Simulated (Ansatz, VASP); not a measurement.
**HfTi3N4: VASP beside Ansatz**

```
CELL_PARAMETERS angstrom
4.34345 0.00000 0.00000
0.00000 4.34345 0.00000
0.00000 0.00000 4.34345
ATOMIC_POSITIONS crystal
Hf 0.50000 0.50000 0.50000
Ti 0.50000 0.00000 0.00000
Ti 0.00000 0.00000 0.50000
Ti 0.00000 0.50000 0.00000
N 0.00000 0.50000 0.50000
N 0.50000 0.50000 0.00000
N 0.00000 0.00000 0.00000
N 0.50000 0.00000 0.50000
```

Alike in both runs: functional PBE; k mesh 4 × 4 × 4; occupations gaussian, width 0.1 eV; collinear spin.

Ansatz relaxed the structure, and its values are those at the end. VASP's run is a single point on that final structure, the one shown.

|  | VASP | Ansatz |
| --- | --- | --- |
| version | VASP 6.6.1 | Ansatz 0.2.0 |
| potentials or method | VASP PAW PBE potentials, release 64 (Hf_pv, Ti_sv, N), cutoff 520 eV | scalar-relativistic, plane waves, PAW |
| valence electrons in the cell | 66 | 82 |

Ansatz gave:

- gap on the k mesh at the Fermi level (eV): none
- pressure (GPa): -0.4
- net moment per atom (μB): 0.00

Estimate VASP's values.

gap on the k mesh at the Fermi level (eV): none; pressure (GPa): -0.8; net moment per atom (μB): 0.00.

A gap of «none» marks a metal or a gap that the smearing closes. The functional is the same, so the differences come from potentials, cutoffs and numerics. VASP's potentials hold 66 valence electrons a cell and Ansatz's 82, so a difference there can come from the potentials and not from the codes. Ansatz's warnings: seeded moment not kept.

The k mesh is coarse, so the values compare programs but aren't converged. Neither program's run includes spin-orbit coupling.
